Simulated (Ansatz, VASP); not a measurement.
## Sc4BP3 in VASP and in Ansatz

```
CELL_PARAMETERS angstrom
3.70263 -0.00001 0.00050
-0.00001 3.70286 -0.00008
0.00141 -0.00027 10.44187
ATOMIC_POSITIONS crystal
Sc 0.00004 0.99999 0.75699
Sc 0.00004 0.00000 0.24302
Sc 0.50006 0.50003 0.99999
Sc 0.49986 0.49996 0.50000
B 0.00005 0.00002 0.00001
P 0.99988 0.99996 0.50000
P 0.50002 0.50001 0.75203
P 0.50005 0.50001 0.24796
```

Change from the starting cell: cell x1, atoms moved at random (sigma 0.15 Å) and cell strained at random (1.5 %), then relaxed without symmetry.

Alike in both runs: functional PBE; k mesh 6 × 6 × 2; occupations gaussian, width 0.2 eV; no spin polarisation.

Ansatz relaxed the structure, and its values are those at the end. VASP's run is a single point on that final structure, the one shown.

```csv
,VASP,Ansatz
version,VASP 6.6.1,Ansatz 0.2.0
potentials or method,"VASP PAW PBE potentials, release 64 (Sc_sv, B, P), cutoff 520 eV","scalar-relativistic, plane waves, PAW"
valence electrons in the cell,62,62
```

Ansatz gave:

```
gap on the k mesh at the Fermi level (eV) : none
pressure (GPa)                            : 0.0
```

Problem. What did VASP give for the same quantities?

Solution. gap on the k mesh at the Fermi level (eV): none; pressure (GPa): 0.2.

A gap of «none» marks a metal or a gap that the smearing closes.
